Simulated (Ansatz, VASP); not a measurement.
## RuPt2: VASP beside Ansatz

INCAR

```
ALGO = Normal
EDIFF = 1E-7
EDIFFG = -0.04
ENCUT = 600
GGA = PE
IBRION = 2
ISIF = 3
ISMEAR = 0
LASPH = True
LCHARG = False
LREAL = False
LWAVE = False
NELM = 80
NSW = 90
PREC = Accurate
SIGMA = 0.1
```

Contents of KPOINTS:

```
k-points
0
Gamma
  6 6 2
```

File POSCAR:

```
RuPt2
1.0
    2.9278752500      0.0000000000      0.0000000000
   -1.4639376300      2.5356143500      0.0000000000
    0.0000000000      0.0000000000     10.8493529700
Ru Pt
2 4
Direct
    0.0000000000      0.0000000000      0.2500000000
    0.0000000000      0.0000000000      0.7500000000
    0.3333333300      0.6666666700      0.1180000000
    0.6666666700      0.3333333300      0.6180000000
    0.3333333300      0.6666666700      0.3820000000
    0.6666666700      0.3333333300      0.8820000000
```

Input for Ansatz:

```yaml
crystal:
  lattice:
    - [2.92787525, 0.0, 0.0]
    - [-1.46393763, 2.53561435, 0.0]
    - [0.0, 0.0, 10.84935297]
  atoms:
    - { symbol: Ru, position: [0.0, 0.0, 0.25] }
    - { symbol: Ru, position: [0.0, 0.0, 0.75] }
    - { symbol: Pt, position: [0.33333333, 0.66666667, 0.118] }
    - { symbol: Pt, position: [0.66666667, 0.33333333, 0.618] }
    - { symbol: Pt, position: [0.33333333, 0.66666667, 0.382] }
    - { symbol: Pt, position: [0.66666667, 0.33333333, 0.882] }
basis:
  ecutwfc: 420
kpoints:
  mp_grid: { grid: [6, 6, 2] }
hamiltonian:
  xc: pbe
scf:
  occupations: { method: gaussian, width: 0.1 }
  lower_state_search: "off"
output:
  forces: true
  stress: true
  eigenvalues: true
relax:
  adjacent_minimum: "off"
  f_tol: 0.04
  max_steps: 70
  cell: { stress_tol: 0.4 }
```

Change from the starting cell: species swapped into the TaSe2 type (P6_3/mmc, No. 194).

Alike in both runs: task relaxation of cell and atoms; functional PBE; k mesh 6 × 6 × 2; occupations gaussian, width 0.1 eV; no spin polarisation.

|  | VASP | Ansatz |
| --- | --- | --- |
| version | VASP 6.6.1 | Ansatz 0.2.0 |
| potentials or method | VASP PAW PBE potentials, release 64 (Ru_pv, Pt), cutoff 600 eV | scalar-relativistic, plane waves, PAW |
| valence electrons in the cell | 68 | 104 |

```tsv
	VASP	Ansatz	Ansatz less VASP
gap on the k mesh at the Fermi level, each at its own relaxed structure (eV)	none	none	-
relaxed volume (Å³/atom)	14.99	15.01	+0.021
relaxed cell length with the largest relative difference (Å)	13.649	13.666	+0.0164
```

A gap of «none» marks a metal or a gap that the smearing closes. VASP's potentials hold 68 valence electrons a cell and Ansatz's 104, so a difference there can come from the potentials and not from the codes.

The k mesh is coarse, so the values compare programs but aren't converged. Spin-orbit coupling is off throughout.
